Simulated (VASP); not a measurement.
A run of VASP 6.6.1 is set up as follows.

INCAR

```
SYSTEM = Li
ALGO = Normal
EDIFF = 1E-6
ENCUT = 520
GGA = PE
ISIF = 2
ISMEAR = -1
LASPH = .True.
LCHARG = .False.
LREAL = .False.
LWAVE = .False.
NBANDS = 8
NELM = 100
PREC = Accurate
SIGMA = 0.1
```

File KPOINTS:

```
k-points
0
Gamma
  21 21 21
  0 0 0
```

Contents of POSCAR:

```
Li
1.0
   -1.7814565453      1.7814565453      1.7814565453
    1.7814565453     -1.7814565453      1.7814565453
    1.7814565453      1.7814565453     -1.7814565453
Li
1
Direct
    0.0000000000      0.0000000000      0.0000000000
```

Potentials or basis: VASP PAW PBE potentials, release 64 (Li_sv).

The run is started by

```bash
$ cat potpaw_PBE.64/Li_sv/POTCAR > POTCAR
$ mpirun -np 1 vasp_std > vasp.out
```

**Question.** Estimate the band gap on the k mesh.

**Answer.** Zero (an odd number of electrons rules out a gap without spin polarisation).
